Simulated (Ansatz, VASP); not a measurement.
Two plane-wave programs on BN

```
B N
1.0
     2.50419    0.00000    0.00000
    -1.25210    2.16870    0.00000
     0.00000    0.00000   25.44613
B N
4 4
Direct
  0.66667 0.33333 0.29474
  0.33333 0.66667 0.43156
  0.00000 0.00000 0.56838
  0.66667 0.33333 0.70520
  0.33333 0.66667 0.29480
  0.00000 0.00000 0.43162
  0.66667 0.33333 0.56844
  0.33333 0.66667 0.70526
```

Alike in both runs: task single point; functional PBEsol; k mesh 12 × 12 × 1; occupations gaussian, width 0.05 eV; no spin polarisation.

|  | VASP | Ansatz |
| --- | --- | --- |
| version | VASP 6.6.1 | Ansatz 0.2.0 |
| potentials or method | VASP PAW PBE potentials, release 64 (B, N), cutoff 520 eV | scalar-relativistic, plane waves, PAW |
| valence electrons in the cell | 32 | 32 |

```tsv
	VASP	Ansatz	Ansatz less VASP
gap on the k mesh at the Fermi level (eV)	4.18	4.19	+0.010
least direct gap on the mesh (eV)	4.34	4.35	+0.008
rms of the force components (eV/Å)	0.015	0.014	-0.0001
```

VASP's potentials were made for PBE, not for PBEsol. The functional is the same, so the differences come from potentials, cutoffs and numerics. Ansatz's warnings: xc potential rough in thin density.
